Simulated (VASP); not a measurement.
Write the native input for VASP 6.6.1 that does the following.

```yaml
Task: relaxation of cell and atoms
Functional: PBEsol
Potentials_or_basis: VASP PAW PBE potentials, release 64 (Ta_pv)
Cutoff: 500 eV
k_mesh: 8 × 8 × 8
Occupations: gaussian, width 0.1 eV
Spin: no spin polarisation
Dipole_correction: no
Further_INCAR_settings: ALGO = Normal; EDIFF = 1e-07; IBRION = 2; EDIFFG = -0.05; NSW = 80; ISIF = 3
```

The structure of Ta lies in POSCAR:

```
Ta
1.0
   -1.6755909848      1.6755909848      1.6755909848
    1.6755909848     -1.6755909848      1.6755909848
    1.6755909848      1.6755909848     -1.6755909848
Ta
1
Direct
    0.0000000000      0.0000000000      0.0000000000
```

One way to write it, as run:

INCAR

```
SYSTEM = Ta
PREC = Accurate
ENCUT = 500
EDIFF = 1E-7
ISMEAR = 0
SIGMA = 0.1
LREAL = .False.
LASPH = .True.
NELM = 120
ALGO = Normal
ISIF = 3
LWAVE = .False.
LCHARG = .False.
GGA = PS
IBRION = 2
NSW = 80
EDIFFG = -0.05
GGA_COMPAT = .False.
NELMIN = 4
```

KPOINTS

```
Automatic mesh
0
Gamma
  8 8 8
  0 0 0
```

Potentials or basis: VASP PAW PBE potentials, release 64 (Ta_pv).

Run with:

```sh
$ cat potpaw_PBE.64/Ta_pv/POTCAR > POTCAR
$ mpirun -np 1 vasp_std > vasp.out
```

Results of the run:

```json
{
 "Relaxed volume": "17.54 Å³/atom",
 "Relaxed cell": "a = 2.835 Å, b = 2.835 Å, c = 2.835 Å, α = 109.47°, β = 109.47°, γ = 109.47°",
 "Space group after relaxing (to 0.05 Å)": "Im-3m (No. 229)",
 "Energy gained by relaxing": "58.0 meV/atom",
 "Ionic steps": "4",
 "Pressure after relaxing": "-0.2 GPa"
}
```

Caveat: the PAW data sets were made with another functional, which shifts forces and pressure a little.

Run time: 27 s on 1 thread of Intel Xeon 8259CL, with other jobs on the host, peak memory 0.15 GiB.
